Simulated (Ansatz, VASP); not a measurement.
**One calculation of C, two programs**

The input POSCAR:

```
C
1.0
    2.5100000000      0.0000000000      0.0000000000
   -1.2550000000      2.1737237635      0.0000000000
    0.0000000000      0.0000000000      4.1600000000
C
4
Direct
    0.3333333333      0.6666666667      0.0661057700
    0.6666666667      0.3333333333      0.5661057700
    0.6666666667      0.3333333333      0.9338942300
    0.3333333333      0.6666666667      0.4338942300
```

INCAR.step1

```
PREC     = Accurate       # precision mode
ENCUT    = 520            # plane-wave cutoff, eV
ISMEAR   = 0              # smearing method
SIGMA    = 0.01           # smearing width, eV
LREAL    = False          # projectors in reciprocal space
LASPH    = True           # aspherical terms in the spheres
NELM     = 80             # most SCF steps
NBANDS   = 16             # bands
GGA      = PE             # functional
ALGO     = Normal         # electronic algorithm
EDIFF    = 1E-4           # SCF threshold, eV
LWAVE    = True           # write WAVECAR
LCHARG   = False          # write CHGCAR
```

Contents of INCAR.step2:

```
PREC     = Accurate       # precision mode
ENCUT    = 520            # plane-wave cutoff, eV
EDIFF    = 1E-6           # SCF threshold, eV
ISMEAR   = 0              # smearing method
SIGMA    = 0.01           # smearing width, eV
LREAL    = False          # projectors in reciprocal space
LASPH    = True           # aspherical terms in the spheres
NELM     = 80             # most SCF steps
ALGO     = Normal         # electronic algorithm
ISIF     = 2              # what is computed and relaxed
LWAVE    = False          # write WAVECAR
LCHARG   = True           # write CHGCAR
METAGGA  = R2SCAN         # meta-GGA
LMIXTAU  = True         
LELF     = True           # ELF
LVHAR    = True         
NBANDS   = 16             # bands
ISTART   = 1
```

Contents of KPOINTS:

```
Automatic mesh
0
Gamma
  12 12 8
```

Input for Ansatz:

```yaml
crystal:
  lattice:
    - [2.51, 0.0, 0.0]
    - [-1.255, 2.1737237635, 0.0]
    - [0.0, 0.0, 4.16]
  atoms:
    - { symbol: C, position: [0.3333333333, 0.6666666667, 0.06610577] }
    - { symbol: C, position: [0.6666666667, 0.3333333333, 0.56610577] }
    - { symbol: C, position: [0.6666666667, 0.3333333333, 0.93389423] }
    - { symbol: C, position: [0.3333333333, 0.6666666667, 0.43389423] }
scf:
  occupations: { method: fixed }
output:
  forces: true
  stress: true
  eigenvalues: true
  write_density: true
  write_potential: true
  elf: true
  volumetric_format: npy
hamiltonian:
  xc: r2scan
kpoints:
  mp_grid: { grid: [12, 12, 8] }
basis:
  ecutwfc: 560
```

Alike in both runs: task single point; functional r2SCAN; k mesh 12 × 12 × 8; no spin polarisation.

|  | VASP | Ansatz |
| --- | --- | --- |
| version | VASP 6.6.1 | Ansatz 0.2.0 |
| potentials or method | VASP PAW PBE potentials, release 64 (C), cutoff 520 eV | scalar-relativistic, plane waves, PAW |
| occupations | gaussian, width 0.01 eV | fixed |
| valence electrons in the cell | 16 | 16 |

Ansatz gave:

```
gap on the k mesh at the Fermi level (eV)                     : 2.97
least direct gap on the mesh (eV)                             : 4.72
pressure (GPa)                                                : -1.6
traceless stress, the component that is largest in VASP (GPa) : 4.60
rms of the force components (eV/Å)                            : 0.638
```

Question: Which values does VASP return?

Answer: gap on the k mesh at the Fermi level (eV): 2.94; least direct gap on the mesh (eV): 4.67; pressure (GPa): -0.5; traceless stress, the component that is largest in VASP (GPa): 4.76; rms of the force components (eV/Å): 0.637.

VASP's potentials were made for PBE, not for r2SCAN. Atom by atom the forces differ by 0.001 eV/Å (rms over components).
